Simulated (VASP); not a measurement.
Sc: single point with PBEsol

Sc:

```
Sc
1.0
     0.00000    2.31503    2.31503
     2.31503    0.00000    2.31503
     2.31503    2.31503    0.00000
Sc
1
Direct
  0.00000 0.00000 0.00000
```

This cell differs from its parent crystal: volume scaled by 1.06.

```json
{
  "Program": "VASP 6.6.1",
  "Task": "single point",
  "Functional": "PBEsol",
  "Potentials or basis": "VASP PAW PBE potentials, release 64 (Sc_sv)",
  "Cutoff": "520 eV",
  "k mesh": "12 × 12 × 12",
  "Occupations": "fermi-dirac, width 0.03 eV",
  "Spin": "no spin polarisation",
  "Dipole correction": "no",
  "Further INCAR settings": "ALGO = Normal; EDIFF = 1e-06; NBANDS = 12"
}
```

| Property | Result |
| --- | --- |
| Pressure | -2.5 GPa |

Levels at points of the mesh, in eV from the Fermi level:
| k point | band 1 | band 2 | band 3 | band 4 | band 5 | band 6 | band 7 | band 8 | band 9 | band 10 |
| --- | --- | --- | --- | --- | --- | --- | --- | --- | --- | --- |
| (0.00, 0.00, 0.00) | -49.24 | -27.75 | -27.75 | -27.75 | -5.18 | 1.57 | 1.57 | 1.57 | 2.94 | 2.94 |
| (0.50, 0.00, 0.00) | -49.18 | -28.14 | -27.80 | -27.80 | -1.77 | 0.23 | 1.46 | 1.46 | 3.83 | 3.83 |
| (0.50, 0.50, 0.00) | -49.16 | -28.11 | -27.89 | -27.89 | -1.51 | -0.62 | 1.90 | 3.82 | 4.06 | 4.06 |

Wall time 12 s on 1 thread of Intel(R) Xeon(R) Platinum 8488C (Sapphire Rapids), with other jobs on the host, peak memory 0.14 GiB.

Caveat: the PAW data sets were made with another functional, which shifts forces and pressure a little.
